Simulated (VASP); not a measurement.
Write the native input for VASP 6.6.1 that does the following.

* Task: single point
* Functional: PBE
* Dispersion: D3(BJ)
* Potentials or basis: VASP PAW PBE potentials, release 64 (C)
* Cutoff: 520 eV
* k mesh: 15 × 15 × 2
* Occupations: gaussian, width 0.03 eV
* Spin: no spin polarisation
* Dipole correction: no
* Further INCAR settings: ALGO = Normal; EDIFF = 1e-07; NBANDS = 36

The structure of C lies in POSCAR:

```
C
1.0
   -2.4647935466      0.0000000000      0.0000000000
   -1.2323967733     -2.1345738265      0.0000000000
    0.0000000000      0.0000000000     20.8066193286
C
12
Direct
    0.6666666667      0.6666666667      0.4144548605
    1.0000000000      1.0000000000      0.0811215272
    0.3333333333      0.3333333333      0.7477881939
    0.6666666667      0.6666666667      0.2522118061
    1.0000000000      1.0000000000      0.9188784728
    0.3333333333      0.3333333333      0.5855451395
    0.6666666667      0.6666666667      0.5855255462
    1.0000000000      0.0000000000      0.2521922129
    0.3333333333      0.3333333333      0.9188588796
    0.6666666667      0.6666666667      0.0811411204
    1.0000000000      0.0000000000      0.7478077871
    0.3333333333      0.3333333333      0.4144744538
```

These files were run (other wordings do the same):

INCAR

```
PREC = Accurate
ENCUT = 520
EDIFF = 1E-7
ISMEAR = 0
SIGMA = 0.03
LREAL = False
LASPH = True
NELM = 80
ALGO = Normal
ISIF = 2
LWAVE = False
LCHARG = False
GGA = PE
IVDW = 12
NBANDS = 36
```

KPOINTS

```
Automatic mesh
0
Gamma
  15 15 2
```

Potentials or basis: VASP PAW PBE potentials, release 64 (C).

The run is started by

```bash
$ cat potpaw_PBE.64/C/POTCAR > POTCAR
$ mpirun -np 1 vasp_std > vasp.out
```

It gave:

* Pressure: 0.4 GPa
* Dispersion energy per atom: -0.150 eV

Wall time 6.4 min on 1 thread of Intel Xeon 8259CL (shared host), peak memory 0.3 GiB.
